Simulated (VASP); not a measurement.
Input of a VASP 6.6.1 run:

File INCAR:

```
PREC = Accurate
ENCUT = 520
EDIFF = 1E-6
ISMEAR = 0
SIGMA = 0.15
LREAL = False
LASPH = True
NELM = 100
ALGO = Normal
ISIF = 2
LWAVE = False
LCHARG = True
LELF = True
LVHAR = True
NBANDS = 18
```

The input KPOINTS:

```
Automatic mesh
0
Gamma
  24 24 18
```

The input POSCAR:

```
CuAu
1.0
    2.7929482534      0.0000000000      0.0000000000
    0.0000000000      2.7929482534      0.0000000000
    0.0000000000      0.0000000000      3.5323529855
Cu Au
1 1
Direct
    0.5000000000      0.5000000000      0.5000000000
    0.0000000000      0.0000000000      0.0000000000
```

Potentials or basis: VASP PAW LDA potentials, release 64 (Cu, Au).

Launch:

```bash
$ cat potpaw_LDA.64/Cu/POTCAR potpaw_LDA.64/Au/POTCAR > POTCAR
$ mpirun -np 1 vasp_std > vasp.out
```

**Question.** Predict the pressure.

**Answer.** 0.6 GPa.

**Question.** Predict the band gap on the k mesh.

**Answer.** Zero (band 11 reaches 14.66 eV, above the bottom of band 12 at 7.16 eV).

Stress tensor (GPa, compression positive):
```
0.48 0.00 0.00
0.00 0.48 0.00
0.00 0.00 0.74
```

Caveat: spin-orbit coupling is left out, which moves the levels of the heavy elements.
